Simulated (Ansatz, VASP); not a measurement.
## Two plane-wave programs on Bi

```
CELL_PARAMETERS angstrom
2.24664 1.29710 3.83314
-2.24664 1.29710 3.83314
0.00000 -2.59420 3.83314
ATOMIC_POSITIONS crystal
Bi 0.23719 0.23719 0.23719
Bi 0.76281 0.76281 0.76281
```

Alike in both runs: functional LDA; k mesh 12 × 12 × 12; occupations gaussian, width 0.1 eV; no spin polarisation.

Ansatz relaxed the structure, and its values are those at the end. VASP's run is a single point on that final structure, the one shown.

```csv
,VASP,Ansatz
version,VASP 6.6.1,Ansatz 0.2.0
potentials or method,"VASP PAW LDA potentials, release 64 (Bi_d), cutoff 520 eV","scalar-relativistic, plane waves, PAW"
valence electrons in the cell,30,30
```

|  | VASP | Ansatz | Ansatz less VASP |
| --- | --- | --- | --- |
| gap on the k mesh at the Fermi level (eV) | none | none | - |
| pressure (GPa) | 0.1 | 0.0 | -0.07 |
| rms of the force components (eV/Å) | 0.011 | 0.000 | -0.0113 |

LDA's correlation is that of Perdew and Zunger in VASP and of Perdew and Wang (1992) in Ansatz. A gap of «none» marks a metal or a gap that the smearing closes.

Neither program's run includes spin-orbit coupling.
